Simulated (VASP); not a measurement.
Pd: single point with revPBE

Crystal: Pd.

```
CELL_PARAMETERS angstrom
2.63615 0.00000 0.00000
0.00000 2.63615 0.00000
0.00000 0.00000 2.63615
ATOMIC_POSITIONS crystal
Pd 0.00000 0.00000 0.00000
```

```json
{
 "Program": "VASP 6.6.1",
 "Task": "single point",
 "Functional": "revPBE",
 "Potentials or basis": "VASP PAW PBE potentials, release 64 (Pd)",
 "Cutoff": "520 eV",
 "k mesh": "19 × 19 × 19",
 "Occupations": "fermi-dirac, width 0.1 eV",
 "Spin": "no spin polarisation",
 "Dipole correction": "no",
 "Further INCAR settings": "ALGO = Normal; EDIFF = 1e-06; NBANDS = 11"
}
```

The pressure is -0.3 GPa. The band gap on the k mesh is zero (band 5 reaches 7.97 eV, above the bottom of band 6 at 6.27 eV).

Levels at points of the mesh, in eV from the Fermi level:
```
           k point  band 1  band 2  band 3  band 4  band 5  band 6  band 7  band 8  band 9  band 10
(0.00, 0.00, 0.00)   -5.73   -4.30   -4.30   -0.04   -0.04   -0.04   16.25   16.25   16.25    22.36
```

Wall time 19 s on 1 thread of Intel(R) Xeon(R) Platinum 8488C (Sapphire Rapids), on a shared host, peak memory 0.16 GiB.

Caveat: the PAW data sets were made with another functional, which shifts forces and pressure a little.
